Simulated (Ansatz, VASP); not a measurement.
**One calculation of NaI, two programs**

The input POSCAR:

```
NaI
1.0
    4.0405366006      0.0000000000      0.0000000000
    0.0000000000      4.0405366006      0.0000000000
    0.0000000000      0.0000000000      4.0405366006
Na I
1 1
Direct
    0.0000000000      0.0000000000      0.0000000000
    0.5000000000      0.5000000000      0.5000000000
```

INCAR.step1

```
SYSTEM = NaI
ALGO = Normal ; EDIFF = 1E-5
ENCUT = 520 ; GGA = PE
ISIF = 2 ; ISMEAR = 0
LASPH = .True. ; LREAL = .False.
LWAVE = .True. ; NBANDS = 14
NELM = 60 ; PREC = Accurate
SIGMA = 0.01
```

INCAR.step2

```
SYSTEM = NaI
ALGO = Normal ; EDIFF = 1E-6
ENCUT = 520 ; GGA = PE
HFSCREEN = 0.2079 ; ISIF = 2
ISMEAR = 0 ; ISTART = 1
LASPH = .True. ; LCHARG = .True.
LELF = .True. ; LHFCALC = .True.
LREAL = .False. ; LVHAR = .True.
LWAVE = .False. ; NBANDS = 14
NELM = 60 ; PREC = Accurate
PRECFOCK = Normal ; SIGMA = 0.01
```

The input KPOINTS:

```
k-points
0
Gamma
  4 4 4
  0 0 0
```

Input for Ansatz:

```yaml
crystal:
  lattice:
    - [4.0405366006, 0.0, 0.0]
    - [0.0, 4.0405366006, 0.0]
    - [0.0, 0.0, 4.0405366006]
  atoms:
    - { symbol: Na, position: [0.0, 0.0, 0.0] }
    - { symbol: I, position: [0.5, 0.5, 0.5] }
kpoints:
  mp_grid: { grid: [4, 4, 4] }
  band_path:
    path:
      - [0.0, 0.0, 0.0]
      - [0.0, 0.5, 0.0]
      - [0.5, 0.5, 0.0]
      - [0.5, 0.5, 0.5]
      - [0.0, 0.5, 0.5]
    npoints: 1
hamiltonian:
  xc: hse06
scf:
  occupations: { method: fixed }
  n_extra_bands: 4
output:
  forces: true
  stress: true
  eigenvalues: true
```

Alike in both runs: task single point; functional HSE06; k mesh 4 × 4 × 4; no spin polarisation.

|  | VASP | Ansatz |
| --- | --- | --- |
| version | VASP 6.6.1 | Ansatz 0.2.0 |
| potentials or method | VASP PAW PBE potentials, release 64 (Na_pv, I) | plane waves, PAW |
| plane-wave cutoff (eV) | 520 | 420 |
| occupations | gaussian, width 0.01 eV | fixed |
| valence electrons in the cell | 14 | 26 |

Ansatz gave:

```
gap on the k mesh at the Fermi level (eV) : 3.24
pressure (GPa)                            : 0.2
```

Task: What did VASP give for the same quantities?

Result: gap on the k mesh at the Fermi level (eV): 3.22; pressure (GPa): 0.2.

VASP's potentials hold 14 valence electrons a cell and Ansatz's 26, so a difference there can come from the potentials and not from the codes. Ansatz's warnings: stress exchange threshold loose, stress scf threshold loose.

Spin-orbit coupling is off throughout.
